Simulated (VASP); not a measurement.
Input of a VASP 6.6.1 run:

The input INCAR:

```
SYSTEM = AlSi16
ALGO     = Normal         ! electronic algorithm
EDIFF    = 1E-6           ! SCF threshold, eV
ENCUT    = 520            ! plane-wave cutoff, eV
GGA      = PS             ! functional
ISIF     = 2              ! what is computed and relaxed
ISMEAR   = 0              ! smearing method
ISPIN    = 2              ! spin polarisation
LASPH    = .True.         ! aspherical terms in the spheres
LCHARG   = .False.        ! write CHGCAR
LORBIT   = 11             ! projections on sites
LREAL    = Auto         
LWAVE    = .False.        ! write WAVECAR
MAGMOM   = 0 0 0 0 0 0 0 0 0 0 0 0 0 0 0 0 0 ! initial moments
NBANDS   = 52             ! bands
NELM     = 150            ! most SCF steps
PREC     = Accurate       ! precision mode
SIGMA    = 0.05           ! smearing width, eV
```

KPOINTS

```
k-points
0
Gamma
  2 2 2
  0 0 0
```

Contents of POSCAR:

```
AlSi16
1.0
    0.0000000000      5.4300000000      5.4300000000
    5.4300000000      0.0000000000      5.4300000000
    5.4300000000      5.4300000000      0.0000000000
Si Al
16 1
Direct
   -0.0210848066      0.0098442910      0.0053083794
    0.1256406998      0.1222692449      0.1317825046
    0.0132232044     -0.0244429098      0.5052714549
    0.1256190608      0.1222726519      0.6196431860
    0.0061543278      0.4967392265     -0.0010513812
    0.1226723757      0.6308681400      0.1229060773
    0.0061586556      0.4967378453      0.4974980663
    0.1393310313      0.6043177716      0.6278374770
    0.5111225599      0.0086708103      0.0045148250
    0.6171813076      0.1552787293      0.1134126151
    0.5111800184      0.0086437385      0.4749722836
    0.6394416206      0.1210403315      0.6194176796
    0.4986820442      0.5188837017     -0.0091199816
    0.6316306630      0.6303754144      0.1220223757
    0.5104833333      0.4957862799      0.4965258748
    0.6316472376      0.6303404236      0.6152945672
    0.3645645488      0.9130453959      0.8608330571
```

Potentials or basis: VASP PAW PBE potentials, release 64 (Si, Al).

Launch:

```bash
$ cat potpaw_PBE.64/Si/POTCAR potpaw_PBE.64/Al/POTCAR > POTCAR
$ mpirun -np 1 vasp_std > vasp.out
```

What does it give for the largest force?

0.266 eV/Å.

Estimate the pressure.

3.5 GPa.

Estimate the net moment.

0.00 μB per cell.

Forces on the atoms (eV/Å):
```
Si  -0.013  0.012  0.025
Si  -0.012 -0.031  0.036
Si   0.056 -0.057  0.040
Si   0.030  0.014  0.037
Si   0.007 -0.029  0.032
Si  -0.005  0.005  0.008
Si   0.029 -0.007  0.031
Si   0.068 -0.066  0.047
Si  -0.007 -0.024  0.014
Si  -0.040  0.041 -0.029
Si   0.025  0.006  0.012
Si   0.039 -0.039 -0.023
Si  -0.053  0.053 -0.056
Si  -0.001 -0.007 -0.014
Si   0.033 -0.034 -0.016
Si   0.009 -0.001 -0.014
Al  -0.164  0.164 -0.129
```

Caveat: the k points lie up to 0.50 Å⁻¹ apart; the PAW data sets were made with another functional, which shifts forces and pressure a little.
